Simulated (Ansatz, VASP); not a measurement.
## Ta2N: VASP beside Ansatz

File INCAR:

```
SYSTEM = Ta2N
PREC = Accurate ; ENCUT = 520
EDIFF = 1E-6 ; ISMEAR = 0
SIGMA = 0.1 ; LREAL = .False.
LASPH = .True. ; NELM = 80
ALGO = Fast ; ISIF = 2
LWAVE = .False. ; LCHARG = .False.
GGA = PS ; NBANDS = 50
```

The input KPOINTS:

```
Automatic mesh
0
Gamma
  12 12 12
  0 0 0
```

File POSCAR:

```
Ta2N
1.0
    5.2965720514      0.0000000000      0.0000000000
   -2.6482860257      4.5869659495      0.0000000000
    0.0000000000      0.0000000000      4.9391825701
Ta N
6 3
Direct
    0.6663616700      0.6663616700      0.7536182600
    0.0000000000      0.3336383300      0.7536182600
    0.3336383300      0.0000000000      0.7536182600
    0.3336383300      0.3336383300      0.2463817400
    0.0000000000      0.6663616700      0.2463817400
    0.6663616700      0.0000000000      0.2463817400
    0.6666666667      0.3333333333      0.5000000000
    0.3333333333      0.6666666667      0.5000000000
    0.0000000000      0.0000000000      0.0000000000
```

Input for Ansatz:

```yaml
crystal:
  lattice:
    - [5.2965720514, 0.0, 0.0]
    - [-2.6482860257, 4.5869659495, 0.0]
    - [0.0, 0.0, 4.9391825701]
  atoms:
    - { symbol: Ta, position: [0.66636167, 0.66636167, 0.75361826] }
    - { symbol: Ta, position: [0.0, 0.33363833, 0.75361826] }
    - { symbol: Ta, position: [0.33363833, 0.0, 0.75361826] }
    - { symbol: Ta, position: [0.33363833, 0.33363833, 0.24638174] }
    - { symbol: Ta, position: [0.0, 0.66636167, 0.24638174] }
    - { symbol: Ta, position: [0.66636167, 0.0, 0.24638174] }
    - { symbol: "N", position: [0.6666666667, 0.3333333333, 0.5] }
    - { symbol: "N", position: [0.3333333333, 0.6666666667, 0.5] }
    - { symbol: "N", position: [0.0, 0.0, 0.0] }
basis:
  ecutwfc: 420
kpoints:
  mp_grid: { grid: [12, 12, 12] }
hamiltonian:
  xc: pbesol
scf:
  occupations: { method: gaussian, width: 0.1 }
output:
  forces: true
  stress: true
  eigenvalues: true
```

Alike in both runs: task single point; functional PBEsol; k mesh 12 × 12 × 12; occupations gaussian, width 0.1 eV; no spin polarisation.

|  | VASP | Ansatz |
| --- | --- | --- |
| version | VASP 6.6.1 | Ansatz 0.2.0 |
| potentials or method | VASP PAW PBE potentials, release 64 (Ta_pv, N), cutoff 520 eV | scalar-relativistic, plane waves, PAW |
| valence electrons in the cell | 81 | 93 |

Ansatz gave:

```
gap on the k mesh at the Fermi level (eV)                     : none
pressure (GPa)                                                : -5.3
traceless stress, the component that is largest in VASP (GPa) : 0.12
rms of the force components (eV/Å)                            : 0.064
```

Question: What did VASP give for the same quantities?

Answer: gap on the k mesh at the Fermi level (eV): none; pressure (GPa): -4.7; traceless stress, the component that is largest in VASP (GPa): 0.10; rms of the force components (eV/Å): 0.057.

VASP's potentials were made for PBE, not for PBEsol. Atom by atom the forces differ by 0.008 eV/Å (rms over components). A gap of «none» marks a metal or a gap that the smearing closes. With one functional, cell and mesh, what is left measures potentials, basis and numerics. VASP's potentials hold 81 valence electrons a cell and Ansatz's 93, so a difference there can come from the potentials and not from the codes.

Spin-orbit coupling is off throughout.
